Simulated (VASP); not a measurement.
# Bi (Fm-3m) in VASP: single point with PBEsol

Aim: the single point of Bi with PBEsol.

Program: VASP 6.6.1. These are calculated values, not measurements. Logs are shortened: lines on timing, memory, paths and dates and some standing lists are left out, and cuts for length are marked.

## (1) The cell of the first run

Symmetry: Fm-3m, No. 225, cubic system. Conventional cell: a = 4.939 Å, b = 4.939 Å, c = 4.939 Å, α = 90.00°, β = 90.00°, γ = 90.00°. Within 4.6 Å of Bi (site symmetry m-3m) lie 12 Bi at 3.49 Å.

This isn't the form of Bi at room conditions, which is rhombohedral.

## (2) Single point, PBEsol

File INCAR:

```
PREC     = Accurate       # precision mode
ENCUT    = 520            # plane-wave cutoff, eV
EDIFF    = 1E-6           # SCF threshold, eV
ISMEAR   = -1             # smearing method
SIGMA    = 0.1            # smearing width, eV
LREAL    = False          # projectors in reciprocal space
LASPH    = True           # aspherical terms in the spheres
NELM     = 60             # most SCF steps
ALGO     = Normal         # electronic algorithm
ISIF     = 2              # what is computed and relaxed
LWAVE    = False          # write WAVECAR
LCHARG   = False          # write CHGCAR
GGA      = PS             # functional
NBANDS   = 30             # bands
```

File KPOINTS:

```
regular mesh
0
Gamma
  11 11 4
```

File POSCAR:

```
Bi
1.0
    0.0000000000      2.4696137026     -2.4696137026
   -2.4696137026      0.0000000000      2.4696137026
    4.9392274051      4.9392274051      4.9392274051
Bi
3
Direct
    0.0000000000      0.0000000000      0.0000000000
    0.3333333330      0.6666666670      0.3333333330
    0.6666666670      0.3333333330      0.6666666670
```

Potentials or basis: VASP PAW PBE potentials, release 64 (Bi_d).

Command:

```sh
> cat potpaw_PBE.64/Bi_d/POTCAR > POTCAR
> mpirun -np 1 vasp_std > vasp.out
```

OUTCAR:

```text
PREC = Accurate
   ENCUT = 520
   EDIFF = 1E-6
   ISMEAR = -1
   LREAL = False
   LASPH = True
   NELM = 60
   ISIF = 2
   GGA = PS

 ion  position               nearest neighbor table
   1  0.000  0.000  0.000-   2 3.49   3 3.49   3 3.49   2 3.49   3 3.49   2 3.49
   2  0.333  0.667  0.333-   1 3.49   1 3.49   1 3.49   3 3.49   3 3.49   3 3.49
   3  0.667  0.333  0.667-   1 3.49   1 3.49   1 3.49   2 3.49   2 3.49   2 3.49

  LATTYP: Found a hexagonal cell.
 ALAT       =     3.4925611920
 C/A-ratio  =     2.4494897427

  Lattice vectors:

 A1 = (   0.0000000000,   2.4696137026,  -2.4696137026)
 A2 = (  -2.4696137026,   0.0000000000,   2.4696137026)
 A3 = (   4.9392274051,   4.9392274051,   4.9392274051)

Analysis of symmetry for initial positions (statically):
=====================================================================
 Subroutine PRICEL returns following result:

  LATTYP: Found a face centered cubic cell.
 ALAT       =     4.9392274002

  Lattice vectors:

 A1 = (   2.4696137001,   2.4696137001,  -0.0000000000)
 A2 = (  -0.0000000025,   2.4696137001,   2.4696137026)
 A3 = (   2.4696137075,   0.0000000049,   2.4696137026)

   3 primitive cells build up your supercell.

 Routine SETGRP: Setting up the symmetry group for a
 hexagonal supercell.

 Subroutine GETGRP returns: Found 12 space group operations
 (whereof 12 operations were pure point group operations)
 out of a pool of 24 trial point group operations.

The static configuration has the point symmetry D_3d.

Analysis of symmetry for dynamics (positions and initial velocities):
=====================================================================
 Subroutine PRICEL returns following result:

  LATTYP: Found a face centered cubic cell.
 ALAT       =     4.9392274002

  Lattice vectors:

 A1 = (   2.4696137001,   2.4696137001,  -0.0000000000)
 A2 = (  -0.0000000025,   2.4696137001,   2.4696137026)
 A3 = (   2.4696137075,   0.0000000049,   2.4696137026)

   3 primitive cells build up your supercell.

 Routine SETGRP: Setting up the symmetry group for a
 hexagonal supercell.

 Subroutine GETGRP returns: Found 12 space group operations
 (whereof 12 operations were pure point group operations)
 out of a pool of 24 trial point group operations.

The dynamic configuration has the point symmetry D_3d.

[... 84 lines left out ...]
   NGX,Y,Z   is equivalent  to a cutoff of  13.33, 13.33, 12.44 a.u.
   NGXF,Y,Z  is equivalent  to a cutoff of  26.66, 26.66, 24.87 a.u.
 SYSTEM =  unknown system
   PREC   = accura    normal or accurate (medium, high low for compatibility)
   ISTART =      0    job   : 0-new  1-cont  2-samecut
   ICHARG =      2    charge: 1-file 2-atom 10-const
   ISPIN  =      1    spin polarized calculation?
   LNONCOLLINEAR =      F non collinear calculations
   LSORBIT =      F    spin-orbit coupling
   LASPH  =      T    aspherical Exc in radial PAW
   ENCUT  =  520.0 eV  38.22 Ry    6.18 a.u.   6.49  6.49 15.91*2*pi/ulx,y,z
   NELM   =     60;   NELMIN=  2; NELMDL= -5     # of ELM steps
   EDIFF  = 0.1E-05   stopping-criterion for ELM
   LREAL  =      F    real-space projection
   EDIFFG = 0.1E-04   stopping-criterion for IOM
   NSW    =      0    number of steps for IOM
   IBRION =     -1    ionic relax: 0-MD 1-quasi-New 2-CG
   NFREE  =      0    steps in history (QN), initial steepest desc. (CG)
   ISIF   =      2    stress and relaxation
   ISYM   =      2    0-nonsym 1-usesym 2-fastsym
   POTIM  = 0.5000    time-step for ionic-motion
   TEBEG  =    0.0;   TEEND  =   0.0 temperature during run
   PSTRESS=    0.0 pullay stress
   NELECT =      45.0000    total number of electrons
   NUPDOWN=      -1.0000    fix difference up-down
   EMIN   =  10.00;   EMAX   =-10.00  energy-range for DOS
   EFERMI =   0.00;   METHOD = LEGACY
   ISMEAR =    -1;   SIGMA  =   0.10  broadening in eV -4-tet -1-fermi 0-gaus
   EFERMI_NEDOS =   21; number of points for ismear=-14 and -15
   IALGO  =     38    algorithm
   IMIX   =      4    mixing-type and parameters
     AMIX     =   0.40;   BMIX     =  1.00
     AMIX_MAG =   1.60;   BMIX_MAG =  1.00
  volume/ion in A,a.u.               =      30.12       203.29
  Fermi-wavevector in a.u.,A,eV,Ry     =   1.297576  2.452064 22.908186  1.683704
  Thomas-Fermi vector in A             =   2.428960
   LORBIT       =      0    0 simple, 1 ext, 2 COOP (PROOUT), +10 PAW based schemes
   GGA     = PS    functional components
   LHFCALC =     F    Hartree Fock is set to
   AEXX    =    0.0000 exact exchange contribution
   IVDW    =     0    specifies the selected vdW correction
   LEPSILON=     F    determine dielectric tensor
   LRPA    =     F    only Hartree local field effects (RPA)
 non-spin polarized calculation
  energy-cutoff  :      520.00
  volume of cell :       90.37
 maximum number of plane-waves:      2515
 NGX is ok and might be reduce to    28
   NGX = 13   NGY = 13   NGZ = 31

 number of electron      44.9999998 magnetization

 Free energy of the ion-electron system (eV)
  ---------------------------------------------------
  ext. energy  EPLUGINS =         0.00000000
  ---------------------------------------------------
  free energy    TOTEN  =       -12.52708492 eV

  energy without entropy =      -12.45303052  energy(sigma->0) =      -12.49005772

 E-fermi :   8.2755     XC(G=0): -10.5977

 val. band max:        8.2665874636   @ k =   0.1818   0.0909  -0.0000
 cond. band min:       8.3083151117   @ k =   0.2727   0.1818   0.5000
 fundamental gap:      0.0417276480
 Fermi energy:         8.2754676727

 k-point     1 :       0.0000    0.0000    0.0000
  band No.  band energies     occupation
      1     -14.7955      2.00000
      2     -14.7948      2.00000
      3     -14.7948      2.00000
      4     -14.7894      2.00000
      5     -14.7894      2.00000
      6     -14.7779      2.00000
[... 781 lines left out ...]
     29      14.4615      0.00000
     30      15.7294      0.00000

 [... further k-points ...]
[... 5 lines left out ...]
  --------------------------------------------------------------------------------------
  -------------------------------------------------------------------------------------
  Total        0.0100251      0.0100251      0.0100251     -0.1155102     -0.1155102     -0.1155102
  in kB        0.1777305      0.1777305      0.1777305     -2.0478239     -2.0478239     -2.0478239
  external PRESSURE =       0.1777305 kB  Pullay stress =       0.0000000 kB

 VOLUME and BASIS-vectors are now :
 -----------------------------------------------------------------------------
  energy-cutoff  :      520.00
  volume of cell :       90.37
      direct lattice vectors                 reciprocal lattice vectors
     0.000000000  2.469613703 -2.469613703    -0.134973876  0.269947752 -0.134973876
    -2.469613703  0.000000000  2.469613703    -0.269947752  0.134973876  0.134973876
     4.939227405  4.939227405  4.939227405     0.067486938  0.067486938  0.067486938

 POSITION                                       TOTAL-FORCE (eV/Angst)
 -----------------------------------------------------------------------------------
      0.00000      0.00000      0.00000         0.000000      0.000000      0.000000
     -0.00000      2.46961      2.46961         0.000000      0.000000     -0.000000
      2.46961      4.93923      2.46961        -0.000000     -0.000000      0.000000
 -----------------------------------------------------------------------------------
    total drift:                               -0.000000      0.000000      0.000000

  FREE ENERGIE OF THE ION-ELECTRON SYSTEM (eV)
  ---------------------------------------------------
  free  energy   TOTEN  =       -12.5270849246 eV

  energy  without entropy=      -12.4530305174  energy(sigma->0) =      -12.49005772
```

stdout:

```text
POSCAR found type information on POSCAR Bi
 POSCAR found :  1 types and       3 ions
 scaLAPACK will be used
 -----------------------------------------------------------------------------
|                                                                             |
|                                                                             |
|     You enforced a specific xc type in the INCAR file but a different       |
|     I HOPE YOU KNOW WHAT YOU ARE DOING!                                     |
|                                                                             |
 -----------------------------------------------------------------------------

 LDA part: xc-table for (Slater+PW92), standard interpolation
 POSCAR, INCAR and KPOINTS ok, starting setup
 FFT: planning ... GRIDC
 FFT: planning ... GRID_SOFT
 FFT: planning ... GRID
 WAVECAR not read
 entering main loop
```

Wall time 39 s (1 thread of Intel Xeon 6975P-C (Granite Rapids), shared host); peak memory 0.27 GiB.

Results:

* Free energy: -12.5271 eV
* Pressure: 0.0 GPa
* Band gap on the k mesh: zero (an odd number of electrons rules out a gap without spin polarisation)

Caveat: the PAW data sets were made with another functional, which shifts forces and pressure a little; spin-orbit coupling is left out, which moves the levels of the heavy elements.
